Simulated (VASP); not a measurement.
Write the native input for VASP 6.6.1 that does the following.

| Property | Result |
| --- | --- |
| Task | relaxation of cell and atoms |
| Functional | PBE |
| Potentials or basis | VASP PAW PBE potentials, release 64 (Br) |
| Cutoff | 600 eV |
| k mesh | 6 × 6 × 4 |
| Occupations | gaussian, width 0.1 eV |
| Spin | no spin polarisation |
| Dipole correction | no |
| Further INCAR settings | ALGO = Normal; EDIFF = 1e-06; IBRION = 2; EDIFFG = -0.04; NSW = 90; ISIF = 3 |

The structure of Br lies in POSCAR:

```
Br
1.0
    4.3353071800      0.0000000000      0.0000000000
   -2.1676535900      3.7544861500      0.0000000000
    0.0000000000      0.0000000000      4.1902252600
Br
2
Direct
    0.6666666700      0.3333333300      0.0000000000
    0.3333333300      0.6666666700      0.0000000000
```

The cell was generated, and may not be a known phase.

These files were run (other wordings do the same):

INCAR

```
PREC = Accurate ; ENCUT = 600
EDIFF = 1E-6 ; ISMEAR = 0
SIGMA = 0.1 ; LREAL = False
LASPH = True ; NELM = 100
ALGO = Normal ; ISIF = 3
LWAVE = False ; LCHARG = False
GGA = PE ; IBRION = 2
NSW = 90 ; EDIFFG = -0.04
```

KPOINTS

```
Automatic mesh
0
Gamma
  6 6 4
```

Potentials or basis: VASP PAW PBE potentials, release 64 (Br).

Launch:

```bash
$ cat potpaw_PBE.64/Br/POTCAR > POTCAR
$ mpirun -np 1 vasp_std > vasp.out
```

It gave:

```json
{
 "Relaxed volume": "48.74 Å³/atom",
 "Relaxed cell": "a = 4.906 Å, b = 4.906 Å, c = 4.676 Å, α = 90.00°, β = 90.00°, γ = 120.00°",
 "Space group after relaxing (to 0.1 Å)": "P6/mmm (No. 191)",
 "Energy gained by relaxing": "450.3 meV/atom",
 "Ionic steps": "9",
 "Pressure after relaxing": "0.0 GPa",
 "Band gap on the k mesh": "zero (bands 7 and 8 overlap by 0.02 eV)"
}
```

Caveat: the k points lie up to 0.34 Å⁻¹ apart in the final cell; the volume moved by over 15 % at a fixed basis, so the end points are rough; this functional lacks dispersion, which binds layers or chains, so the pressure and a relaxed spacing across them are unreliable.

Wall time 54 s on 1 thread of Intel(R) Xeon(R) 6975P-C (Granite Rapids) (shared host), peak memory 0.21 GiB.
